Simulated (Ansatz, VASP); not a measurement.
Sn: VASP beside Ansatz

Contents of INCAR:

```
  ALGO = Normal
  EDIFF = 1E-6
  ENCUT = 520
  GGA = PE
  ISIF = 2
  ISMEAR = -1
  LASPH = True
  LCHARG = True
  LELF = True
  LREAL = False
  LVHAR = True
  LWAVE = False
  NBANDS = 21
  NELM = 80
  PREC = Accurate
  SIGMA = 0.1
```

KPOINTS

```
k-points
0
Gamma
  9 9 9
```

Contents of POSCAR:

```
Sn
1.0
    0.0000000000      3.3289000152      3.3289000152
    3.3289000152      0.0000000000      3.3289000152
    3.3289000152      3.3289000152      0.0000000000
Sn
2
Direct
    0.5000000000      0.5000000000      0.5000000000
    0.7500000000      0.7500000000      0.7500000000
```

Input for Ansatz:

```yaml
crystal:
  lattice:
    - [0.0, 3.3289000152, 3.3289000152]
    - [3.3289000152, 0.0, 3.3289000152]
    - [3.3289000152, 3.3289000152, 0.0]
  atoms:
    - { symbol: Sn, position: [0.5, 0.5, 0.5] }
    - { symbol: Sn, position: [0.75, 0.75, 0.75] }
hamiltonian:
  xc: pbe
  pseudopotentials:
    kind: paw
    azcp:
      Sn: "pseudopotentials/Sn.paw.azcp"
basis:
  ecutwfc: 420
  fft_grid_basis: typed
kpoints:
  mp_grid: { grid: [9, 9, 9], shift: [0, 0, 0] }
magnetization:
  spin_polarized: false
scf:
  occupations: { method: fermi_dirac, width: 0.1 }
  lower_state_search: "off"
output:
  stress: true
```

Alike in both runs: task single point; functional PBE; k mesh 9 × 9 × 9; occupations fermi-dirac, width 0.1 eV; no spin polarisation.

```csv
,VASP,Ansatz
version,VASP 6.6.1,Ansatz 0.2.0
potentials or method,"VASP PAW PBE potentials, release 64 (Sn_d), cutoff 520 eV","plane waves (420 eV) with PAW, scalar-relativistic"
valence electrons in the cell,28,28
```

|  | VASP | Ansatz | Ansatz less VASP |
| --- | --- | --- | --- |
| pressure (GPa) | 0.0 | 0.0 | +0.04 |
